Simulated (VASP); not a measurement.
Wanted: the native input for a VASP 6.6.1 run.

| Property | Result |
| --- | --- |
| Task | single point |
| Functional | SVWN5 |
| Potentials or basis | VASP PAW PBE potentials, release 64 (Al, N) |
| Cutoff | 520 eV |
| k mesh | 10 × 10 × 10 |
| Occupations | fermi-dirac, width 0.05 eV |
| Spin | no spin polarisation |
| Dipole correction | no |
| Further INCAR settings | ALGO = Normal; EDIFF = 1e-07; NBANDS = 11 |

The structure of AlN lies in POSCAR:

```
AlN
1.0
    0.0000000000      2.2127336128      2.2127336128
    2.2127336128      0.0000000000      2.2127336128
    2.2127336128      2.2127336128      0.0000000000
Al N
1 1
Direct
    0.0000000000      0.0000000000      0.0000000000
    0.2500000000      0.2500000000      0.2500000000
```

These files were run (other wordings do the same):

INCAR

```
ALGO     = Normal         # electronic algorithm
EDIFF    = 1E-7           # SCF threshold, eV
ENCUT    = 520            # plane-wave cutoff, eV
GGA      = VW             # functional
ISIF     = 2              # what is computed and relaxed
ISMEAR   = -1             # smearing method
LASPH    = True           # aspherical terms in the spheres
LCHARG   = False          # write CHGCAR
LREAL    = False          # projectors in reciprocal space
LWAVE    = False          # write WAVECAR
NBANDS   = 11             # bands
NELM     = 60             # most SCF steps
PREC     = Accurate       # precision mode
SIGMA    = 0.05           # smearing width, eV
```

KPOINTS

```
k-points
0
Gamma
  10 10 10
```

Potentials or basis: VASP PAW PBE potentials, release 64 (Al, N).

Run with:

```bash
$ cat potpaw_PBE.64/Al/POTCAR potpaw_PBE.64/N/POTCAR > POTCAR
$ mpirun -np 1 vasp_std > vasp.out
```

It gave:

```
Pressure               : -10.1 GPa
Band gap on the k mesh : 3.21 eV, indirect (least direct gap 3.88 eV)
```

Caveat: the PAW data sets were made with another functional, which shifts forces and pressure a little.

It took 7.1 s on 1 thread of Intel Xeon 6975P-C (shared host), peak memory 0.13 GiB.
